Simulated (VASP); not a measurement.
Here is a VASP 6.6.1 calculation.

File INCAR:

```
SYSTEM = AlRu
  PREC = Accurate
  ENCUT = 520
  EDIFF = 1E-7
  ISMEAR = 0
  SIGMA = 0.15
  LREAL = .False.
  LASPH = .True.
  NELM = 100
  ALGO = Fast
  ISIF = 2
  LWAVE = .False.
  LCHARG = .False.
  GGA = PE
  NBANDS = 16
```

The input KPOINTS:

```
Automatic mesh
0
Gamma
  20 20 20
  0 0 0
```

File POSCAR:

```
AlRu
1.0
    2.5534720159      0.0000000000      0.0000000000
    0.0000000000      3.4546974333      0.0000000000
    0.0000000000      0.0000000000      3.0040847246
Al Ru
1 1
Direct
    0.0000000000      0.0000000000      0.0000000000
    0.5000000000      0.5000000000      0.5000000000
```

Potentials or basis: VASP PAW PBE potentials, release 64 (Al, Ru_pv).

Run with:

```sh
$ cat potpaw_PBE.64/Al/POTCAR potpaw_PBE.64/Ru_pv/POTCAR > POTCAR
$ mpirun -np 1 vasp_std > vasp.out
```

Task: Estimate the pressure.

Result: 13.8 GPa.

Stress tensor (GPa, compression positive):
```
41.64  0.00  0.00
 0.00 -0.58  0.00
 0.00  0.00  0.29
```

Caveat: the cell differs from its parent crystal (strain -0.1500 x Voigt [1, -1, 0, 0, 0, 0]).
